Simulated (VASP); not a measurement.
A run of VASP 6.6.1 is set up as follows.

INCAR

```
SYSTEM = GaN
ALGO = Normal
EDIFF = 1E-6
ENCUT = 520
GGA = PS
ISIF = 2
ISMEAR = 0
LASPH = .TRUE.
LCHARG = .FALSE.
LREAL = .FALSE.
LWAVE = .FALSE.
NBANDS = 16
NELM = 80
PREC = Accurate
SIGMA = 0.05
```

The input KPOINTS:

```
k-points
0
G
  14 14 14
  0 0 0
```

Contents of POSCAR:

```
GaN
1.0
    0.0000000000      2.2231853296      2.0950712297
    2.0950712297      0.0000000000      2.0950712297
    2.0950712297      2.2231853296      0.0000000000
Ga N
1 1
Direct
   -0.0351249394      0.0351249394     -0.0351249394
    0.5351249394      0.4648750606      0.5351249394
```

Potentials or basis: VASP PAW PBE potentials, release 64 (Ga_d, N).

Command:

```sh
$ cat potpaw_PBE.64/Ga_d/POTCAR potpaw_PBE.64/N/POTCAR > POTCAR
$ mpirun -np 1 vasp_std > vasp.out
```

Question: What does it give for the band gap on the k mesh?

Answer: 0.20 eV, indirect (least direct gap 2.19 eV).

Question: What does it give for the largest force?

Answer: 0.626 eV/Å.

Question: Predict the pressure.

Answer: 0.4 GPa.

Forces in eV/Å, atoms in the order of the input:
```
Ga   0.000  0.626  0.000
N    0.000 -0.626  0.000
```

Caveat: the cell differs from its parent crystal (strained and its atoms moved); the PAW data sets were made with another functional, which shifts forces and pressure a little. A k mesh can miss the band edges.
